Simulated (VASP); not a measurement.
Here is a VASP 6.6.1 calculation.

INCAR

```
PREC = Accurate ; ENCUT = 520
EDIFF = 1E-6 ; ISMEAR = 0
SIGMA = 0.03 ; LREAL = False
LASPH = True ; NELM = 100
ALGO = Normal ; ISIF = 2
LWAVE = False ; LCHARG = False
GGA = PE ; IVDW = 12
NBANDS = 11
```

The input KPOINTS:

```
Automatic mesh
0
Gamma
  6 6 8
```

POSCAR

```
Sr
1.0
   10.9876299658      0.0000000000      0.0000000000
   -5.4938149829      9.5155666777      0.0000000000
    0.0000000000      0.0000000000      4.6421675055
Sr
1
Direct
    0.0000000000      0.0000000000      0.0000000000
```

Potentials or basis: VASP PAW PBE potentials, release 64 (Sr_sv).

Command:

```bash
$ cat potpaw_PBE.64/Sr_sv/POTCAR > POTCAR
$ mpirun -np 1 vasp_std > vasp.out
```

(1) What does it give for the dispersion energy per atom?

(2) What does it give for the pressure?

(3) Estimate the band gap on the k mesh.

## Answers

(1) -0.097 eV.

(2) 0.0 GPa.

(3) 0.41 eV (least direct gap 0.42 eV).

Caveat: the cell differs from its parent crystal (strain +0.0500 x Voigt [0, 0, 1, 0, 0, 0]).
